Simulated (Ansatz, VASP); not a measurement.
# One calculation of C, two programs

INCAR

```
SYSTEM = C
  ALGO = Normal
  EDIFF = 1E-6
  ENCUT = 520
  GGA = PE
  ISIF = 2
  ISMEAR = 0
  LASPH = .TRUE.
  LCHARG = .FALSE.
  LREAL = .FALSE.
  LWAVE = .FALSE.
  NBANDS = 11
  NELM = 100
  PREC = Accurate
  SIGMA = 0.05
```

KPOINTS

```
k-points
0
G
  12 12 12
  0 0 0
```

File POSCAR:

```
C
1.0
    0.0000000000      1.8277590095      1.8277590095
    1.8277590095      0.0000000000      1.8277590095
    1.8277590095      1.8277590095      0.0000000000
C
2
Direct
    0.5000000000      0.5000000000      0.5000000000
    0.7500000000      0.7500000000      0.7500000000
```

Input for Ansatz:

```yaml
crystal:
  lattice:
    - [0.0, 1.8277590095, 1.8277590095]
    - [1.8277590095, 0.0, 1.8277590095]
    - [1.8277590095, 1.8277590095, 0.0]
  atoms:
    - { symbol: C, position: [0.5, 0.5, 0.5] }
    - { symbol: C, position: [0.75, 0.75, 0.75] }
basis:
  ecutwfc: 520.0
kpoints:
  mp_grid: { grid: [12, 12, 12] }
hamiltonian:
  xc: pbe
  pseudopotentials: { kind: paw, azcp: { folder: soft_1 } }
scf:
  occupations: { method: gaussian, width: 0.05 }
output:
  forces: true
  stress: true
  eigenvalues: true
```

Alike in both runs: task single point; functional PBE; k mesh 12 × 12 × 12; occupations gaussian, width 0.05 eV; no spin polarisation.

```csv
,VASP,Ansatz
version,VASP 6.6.1,Ansatz 0.2.0
potentials or method,"VASP PAW PBE potentials, release 64 (C), cutoff 520 eV","scalar-relativistic, plane waves, PAW"
valence electrons in the cell,8,8
```

|  | VASP | Ansatz | Ansatz less VASP |
| --- | --- | --- | --- |
| gap on the k mesh at the Fermi level (eV) | 3.99 | 4.00 | +0.008 |
| least direct gap on the mesh (eV) | 5.39 | 5.39 | +0.004 |
| pressure (GPa) | -26.1 | -26.5 | -0.38 |
